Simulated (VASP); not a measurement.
# K (P6_3/mmc) in VASP: a series of runs

K is run at these levels: BLYP, PBEsol, LDA; tasks: single point.

All numbers are computed with VASP 6.6.1; they aren't measurements. Logs are shortened: lines on timing, memory, paths and dates and some standing lists are left out, and cuts for length are marked.

## Step 1: The cell of the first run

The structure is hexagonal, space group P6_3/mmc (No. 194). Conventional cell: a = 4.762 Å, b = 4.762 Å, c = 7.830 Å, α = 90.00°, β = 90.00°, γ = 120.00°.

## Step 2: Single point, BLYP

INCAR reads:

```
PREC = Accurate
ENCUT = 520
EDIFF = 1E-6
ISMEAR = -1
SIGMA = 0.1
LREAL = F
LASPH = T
NELM = 60
ALGO = Normal
ISIF = 2
LWAVE = F
LCHARG = F
GGA = B5
ALDAX = 1.0
AGGAX = 1.0
AGGAC = 1.0
ALDAC = 0.0
NBANDS = 16
```

KPOINTS reads:

```
regular mesh
0
Gamma
  7 7 4
```

POSCAR reads:

```
K
1.0
    4.7623960000      0.0000000000      0.0000000000
   -2.3811980000      4.1243560000      0.0000000000
    0.0000000000      0.0000000000      7.8299710000
K
2
Direct
    0.3333333333      0.6666666667      0.2500000000
    0.6666666667      0.3333333333      0.7500000000
```

Potentials or basis: VASP PAW PBE potentials, release 64 (K_sv).

Launch:

```console
$ cat potpaw_PBE.64/K_sv/POTCAR > POTCAR
$ mpirun -np 1 vasp_std > vasp.out
```

OUTCAR:

```text
PREC = Accurate
   ENCUT = 520
   EDIFF = 1E-6
   ISMEAR = -1
   LREAL = F
   LASPH = T
   NELM = 60
   ISIF = 2
   GGA = B5

 ion  position               nearest neighbor table
   1  0.333  0.667  0.250-
   2  0.667  0.333  0.750-

  LATTYP: Found a hexagonal cell.
 ALAT       =     4.7623960000
 C/A-ratio  =     1.6441243021

  Lattice vectors:

 A1 = (   4.7623960000,   0.0000000000,   0.0000000000)
 A2 = (  -2.3811980000,   4.1243560000,   0.0000000000)
 A3 = (   0.0000000000,   0.0000000000,   7.8299710000)

Analysis of symmetry for initial positions (statically):
=====================================================================
 Subroutine PRICEL returns:
 Original cell was already a primitive cell.

 Routine SETGRP: Setting up the symmetry group for a
 hexagonal supercell.

 Subroutine GETGRP returns: Found 24 space group operations
 (whereof 12 operations were pure point group operations)
 out of a pool of 24 trial point group operations.

The static configuration has the point symmetry D_3d.
 The point group associated with its full space group is D_6h.

Analysis of symmetry for dynamics (positions and initial velocities):
=====================================================================
 Subroutine PRICEL returns:
 Original cell was already a primitive cell.

 Routine SETGRP: Setting up the symmetry group for a
 hexagonal supercell.

 Subroutine GETGRP returns: Found 24 space group operations
 (whereof 12 operations were pure point group operations)
 out of a pool of 24 trial point group operations.

The dynamic configuration has the point symmetry D_3d.
 The point group associated with its full space group is D_6h.

 Subroutine INISYM returns: Found 24 space group operations
 (whereof 12 operations are pure point group operations),
 and found     1 'primitive' translations

----------------------------------------------------------------------------------------

                                     Primitive cell

  volume of cell :     153.7949

  direct lattice vectors                    reciprocal lattice vectors
     4.762396000  0.000000000  0.000000000     0.209978339  0.121231048  0.000000000
    -2.381198000  4.124356000  0.000000000     0.000000000  0.242462096  0.000000000
[... 79 lines left out ...]
   LNONCOLLINEAR =      F non collinear calculations
   LSORBIT =      F    spin-orbit coupling
   LASPH  =      T    aspherical Exc in radial PAW
   ENCUT  =  520.0 eV  38.22 Ry    6.18 a.u.   8.85  8.85 14.56*2*pi/ulx,y,z
   NELM   =     60;   NELMIN=  2; NELMDL= -5     # of ELM steps
   EDIFF  = 0.1E-05   stopping-criterion for ELM
   LREAL  =      F    real-space projection
   EDIFFG = 0.1E-04   stopping-criterion for IOM
   NSW    =      0    number of steps for IOM
   IBRION =     -1    ionic relax: 0-MD 1-quasi-New 2-CG
   NFREE  =      0    steps in history (QN), initial steepest desc. (CG)
   ISIF   =      2    stress and relaxation
   ISYM   =      2    0-nonsym 1-usesym 2-fastsym
   POTIM  = 0.5000    time-step for ionic-motion
   TEBEG  =    0.0;   TEEND  =   0.0 temperature during run
   PSTRESS=    0.0 pullay stress
   NELECT =      18.0000    total number of electrons
   NUPDOWN=      -1.0000    fix difference up-down
   EMIN   =  10.00;   EMAX   =-10.00  energy-range for DOS
   EFERMI =   0.00;   METHOD = LEGACY
   ISMEAR =    -1;   SIGMA  =   0.10  broadening in eV -4-tet -1-fermi 0-gaus
   EFERMI_NEDOS =   21; number of points for ismear=-14 and -15
   IALGO  =     38    algorithm
   IMIX   =      4    mixing-type and parameters
     AMIX     =   0.40;   BMIX     =  1.00
     AMIX_MAG =   1.60;   BMIX_MAG =  1.00
  volume/ion in A,a.u.               =      76.90       518.93
  Fermi-wavevector in a.u.,A,eV,Ry     =   0.800790  1.513273  8.724925  0.641264
  Thomas-Fermi vector in A             =   1.908153
   LORBIT       =      0    0 simple, 1 ext, 2 COOP (PROOUT), +10 PAW based schemes
   GGA     = B5    functional components
   LHFCALC =     F    Hartree Fock is set to
   AEXX    =    0.0000 exact exchange contribution
   IVDW    =     0    specifies the selected vdW correction
   LEPSILON=     F    determine dielectric tensor
   LRPA    =     F    only Hartree local field effects (RPA)
 non-spin polarized calculation
  energy-cutoff  :      520.00
  volume of cell :      153.79
 maximum number of plane-waves:      4170
 NGX is ok and might be reduce to    36
   NGX = 17   NGY = 17   NGZ = 29

 number of electron      18.0000001 magnetization

 Free energy of the ion-electron system (eV)
  ---------------------------------------------------
  ext. energy  EPLUGINS =         0.00000000
  ---------------------------------------------------
  free energy    TOTEN  =        -1.44028935 eV

  energy without entropy =       -1.39049594  energy(sigma->0) =       -1.41539264

 E-fermi :   0.2101     XC(G=0):  -5.1596

 val. band max:        0.1350507142   @ k =   0.1429   0.1429   0.2500
 cond. band min:       0.3053480932   @ k =   0.2857  -0.0000   0.2500
 fundamental gap:      0.1702973790
 Fermi energy:         0.2100953271

 k-point     1 :       0.0000    0.0000    0.0000
  band No.  band energies     occupation
      1     -32.0740      2.00000
      2     -32.0710      2.00000
      3     -15.6672      2.00000
      4     -15.6199      2.00000
      5     -15.6199      2.00000
      6     -15.6122      2.00000
[... 433 lines left out ...]
      3     -15.6588      2.00000
      4     -15.6588      2.00000
      5     -15.6429      2.00000
      6     -15.6429      2.00000
[... 8 lines left out ...]
     15       4.2471      0.00000
     16       4.2471      0.00000

------------------------ aborting loop because EDIFF is reached ----------------------------------------

  FORCE on cell =-STRESS in cart. coord.  units (eV):
  Direction    XX          YY          ZZ          XY          YZ          ZX
  --------------------------------------------------------------------------------------
  -------------------------------------------------------------------------------------
  Total       -0.0462393     -0.0462393     -0.0078599      0.0000000      0.0000000     -0.0000000
  in kB       -0.4817034     -0.4817034     -0.0818820      0.0000000      0.0000000     -0.0000000
  external PRESSURE =      -0.3484296 kB  Pullay stress =       0.0000000 kB

 VOLUME and BASIS-vectors are now :
 -----------------------------------------------------------------------------
  energy-cutoff  :      520.00
  volume of cell :      153.79
      direct lattice vectors                 reciprocal lattice vectors
     4.762396000  0.000000000  0.000000000     0.209978339  0.121231048  0.000000000
    -2.381198000  4.124356000  0.000000000     0.000000000  0.242462096  0.000000000
     0.000000000  0.000000000  7.829971000     0.000000000  0.000000000  0.127714394

 POSITION                                       TOTAL-FORCE (eV/Angst)
 -----------------------------------------------------------------------------------
     -0.00000      2.74957      1.95749        -0.000000     -0.000000      0.000000
      2.38120      1.37479      5.87248         0.000000      0.000000      0.000000
 -----------------------------------------------------------------------------------
    total drift:                                0.000000     -0.000000      0.000000

  FREE ENERGIE OF THE ION-ELECTRON SYSTEM (eV)
  ---------------------------------------------------
  free  energy   TOTEN  =        -1.4402893472 eV

  energy  without entropy=       -1.3904959418  energy(sigma->0) =       -1.41539264
```

OSZICAR:

```text
N       E                     dE             d eps       ncg     rms          rms(c)
DAV:   1     0.112607671451E+03    0.11261E+03   -0.76266E+03   768   0.888E+02
DAV:   2     0.700944783614E+01   -0.10560E+03   -0.10350E+03   944   0.258E+02
DAV:   3    -0.126069613350E+01   -0.82701E+01   -0.82561E+01  1480   0.508E+01
DAV:   4    -0.143795776442E+01   -0.17726E+00   -0.17720E+00  1048   0.744E+00
DAV:   5    -0.144282903112E+01   -0.48713E-02   -0.48711E-02  1296   0.796E-01    0.336E+00
DAV:   6    -0.144013451393E+01    0.26945E-02   -0.32052E-03  1032   0.397E-01    0.213E+00
DAV:   7    -0.143996753830E+01    0.16698E-03   -0.85559E-03  1320   0.483E-01    0.121E-01
DAV:   8    -0.144013697421E+01   -0.16944E-03   -0.10491E-03  1096   0.246E-01    0.280E-02
DAV:   9    -0.144020812545E+01   -0.71151E-04   -0.10786E-04  1192   0.502E-02    0.123E-02
DAV:  10    -0.144027090631E+01   -0.62781E-04   -0.11537E-04   928   0.309E-02    0.529E-03
DAV:  11    -0.144028875019E+01   -0.17844E-04   -0.64222E-05   880   0.209E-02    0.261E-03
DAV:  12    -0.144028934724E+01   -0.59705E-06   -0.40188E-06   912   0.593E-03
   1 F= -.14402893E+01 E0= -.14153926E+01  d E =-.497934E-01
```

It took 70 s on 1 thread of AMD EPYC 7R13 (Zen 3), shared host; peak memory 0.23 GiB.

Results:

```
Free energy            : -1.4403 eV
Pressure               : 0.0 GPa
Band gap on the k mesh : zero (band 9 reaches 0.95 eV, above the bottom of band 10 at -1.21 eV)
```

Caveat: the PAW data sets were made with another functional, which shifts forces and pressure a little.

## Step 3: Single point, PBEsol

INCAR reads:

```
ALGO = Normal
EDIFF = 1E-6
ENCUT = 520
GGA = PS
ISIF = 2
ISMEAR = -1
LASPH = True
LCHARG = False
LREAL = False
LWAVE = False
NBANDS = 16
NELM = 80
PREC = Accurate
SIGMA = 0.1
```

KPOINTS reads:

```
k-points
0
Gamma
  7 7 4
```

POSCAR is that of step 2.

Potentials or basis: VASP PAW PBE potentials, release 64 (K_sv).

Launch:

```console
$ cat potpaw_PBE.64/K_sv/POTCAR > POTCAR
$ mpirun -np 1 vasp_std > vasp.out
```

Run time: 52 s. Hardware: 1 thread of AMD EPYC 7R13 (Zen 3), shared host; peak memory 0.23 GiB.

It converged, with:

```yaml
Free_energy: -2.2879 eV
Pressure: -0.3 GPa
Band_gap_on_the_k_mesh: zero (band 9 reaches 0.51 eV, above the bottom of band 10 at -1.67 eV)
```

Levels at points of the mesh, in eV from the Fermi level:
```
           k point  band 6  band 7  band 8  band 9  band 10  band 11  band 12  band 13
(0.00, 0.00, 0.00)  -15.53  -15.53  -15.53   -2.10     0.30     0.51     4.05     4.05
(0.00, 0.00, 0.50)  -15.54  -15.54  -15.54   -1.41    -1.41     2.68     2.68     4.10
```

Caveat: the PAW data sets were made with another functional, which shifts forces and pressure a little.

(Continued in part 2 of 2.)
